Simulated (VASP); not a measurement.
Write the native input for VASP 6.6.1 that does the following.

```yaml
Task: single point
Functional: r2SCANh
Potentials_or_basis: VASP PAW PBE potentials, release 64 (Mn_pv, O)
Cutoff: 520 eV
k_mesh: 5 × 5 × 5
Occupations: fermi-dirac, width 0.05 eV
Spin: collinear spin, ferromagnetic start
Starting_moments: "[4.0, 0.0] μB"
Dipole_correction: no
Grid_for_exact_exchange_PRECFOCK: Normal
Further_INCAR_settings: ALGO = Normal; EDIFF = 1e-06; NBANDS = 20
Share_of_exact_exchange: 0.1
```

The system is MnO.

```
Mn O
1.0
     0.00000    2.22391    2.22391
     2.22391    0.00000    2.22391
     2.22391    2.22391    0.00000
Mn O
1 1
Direct
  0.00000 0.00000 0.00000
  0.50000 0.50000 0.50000
```

These files were run (other wordings do the same):

POSCAR

```
MnO
1.0
    0.0000000000      2.2239077028      2.2239077028
    2.2239077028      0.0000000000      2.2239077028
    2.2239077028      2.2239077028      0.0000000000
Mn O
1 1
Direct
    0.0000000000      0.0000000000      0.0000000000
    0.5000000000      0.5000000000      0.5000000000
```

INCAR.step1

```
PREC     = Accurate       # precision mode
ENCUT    = 520            # plane-wave cutoff, eV
EDIFF    = 1E-5           # SCF threshold, eV
ISMEAR   = -1             # smearing method
SIGMA    = 0.05           # smearing width, eV
LREAL    = False          # projectors in reciprocal space
LASPH    = True           # aspherical terms in the spheres
NELM     = 150            # most SCF steps
ALGO     = Normal         # electronic algorithm
ISIF     = 2              # what is computed and relaxed
LWAVE    = True           # write WAVECAR
LCHARG   = False          # write CHGCAR
ISPIN    = 2              # spin polarisation
MAGMOM   = 4 0            # initial moments
LORBIT   = 11             # projections on sites
LMAXMIX  = 4              # l up to which the mixer works
NBANDS   = 20             # bands
GGA      = PE             # functional
```

INCAR.step2

```
PREC     = Accurate       # precision mode
ENCUT    = 520            # plane-wave cutoff, eV
EDIFF    = 1E-6           # SCF threshold, eV
ISMEAR   = -1             # smearing method
SIGMA    = 0.05           # smearing width, eV
LREAL    = False          # projectors in reciprocal space
LASPH    = True           # aspherical terms in the spheres
NELM     = 150            # most SCF steps
ALGO     = Normal         # electronic algorithm
ISIF     = 2              # what is computed and relaxed
LWAVE    = False          # write WAVECAR
LCHARG   = False          # write CHGCAR
ISPIN    = 2              # spin polarisation
MAGMOM   = 4 0            # initial moments
LORBIT   = 11             # projections on sites
LMAXMIX  = 4              # l up to which the mixer works
METAGGA  = R2SCAN         # meta-GGA
LHFCALC  = True           # exact exchange
AEXX     = 0.1            # exact-exchange fraction
LMIXTAU  = True         
PRECFOCK = Normal       
NBANDS   = 20             # bands
ISTART   = 1
```

KPOINTS

```
Automatic mesh
0
Gamma
  5 5 5
```

Potentials or basis: VASP PAW PBE potentials, release 64 (Mn_pv, O).

Run with:

```bash
$ cat potpaw_PBE.64/Mn_pv/POTCAR potpaw_PBE.64/O/POTCAR > POTCAR
$ cp INCAR.step1 INCAR
$ mpirun -np 1 vasp_std > vasp.out
$ cp INCAR.step2 INCAR
$ mpirun -np 1 vasp_std > vasp.out
```

It gave:

| Property | Result |
| --- | --- |
| Pressure | -0.1 GPa |
| Band gap on the k mesh | 1.14 eV (least direct gap 3.93 eV) |
| Net moment | 5.00 μB per cell |
| Site moments | Mn +4.57; O +0.22 μB |
| Valence electrons inside the program's atomic spheres | Mn 11.33; O 5.04 |

Caveat: the k points lie up to 0.49 Å⁻¹ apart; the PAW data sets were made with another functional, which shifts forces and pressure a little; an odd mesh through Γ misses points on the zone boundary, where band edges can lie; a cell with one magnetic atom can't hold antiferromagnetic order, which such compounds often take.

It took 47 min on 1 thread of AMD EPYC 7R43 64-Core Processor (Zen 3), with other jobs on the host, peak memory 0.13 GiB.
